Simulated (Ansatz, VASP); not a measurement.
GaN: VASP beside Ansatz

```
Ga N
1.0
     3.18000    0.00000    0.00000
    -1.59000    2.78150    0.00000
     0.00000    0.00000    5.16600
Ga N
2 2
Direct
  0.33333 0.66667 0.00000
  0.66667 0.33333 0.50000
  0.33333 0.66667 0.37500
  0.66667 0.33333 0.87500
```

Change from the starting cell: strain +0.0100 x Voigt [0, 1, 0, 0, 0, 0], atoms carried along.

Alike in both runs: task single point; functional r2SCAN; k mesh 12 × 12 × 6; occupations gaussian, width 0.05 eV; no spin polarisation.

|  | VASP | Ansatz |
| --- | --- | --- |
| version | VASP 6.6.1 | Ansatz 0.2.0 |
| potentials or method | VASP PAW PBE potentials, release 64 (Ga_d, N), cutoff 520 eV | scalar-relativistic, plane waves, PAW |
| valence electrons in the cell | 36 | 36 |

```csv
,VASP,Ansatz,Ansatz less VASP
gap on the k mesh at the Fermi level (eV),2.30,2.30,+0.007
least direct gap on the mesh (eV),2.30,2.30,+0.007
pressure (GPa),0.2,-0.8,-1.05
"traceless stress, the component that is largest in VASP (GPa)",-2.87,-2.85,+0.012
rms of the force components (eV/Å),0.119,0.120,+0.0006
```

VASP's potentials were made for PBE, not for r2SCAN. Atom by atom the forces differ by 0.002 eV/Å (rms over components).
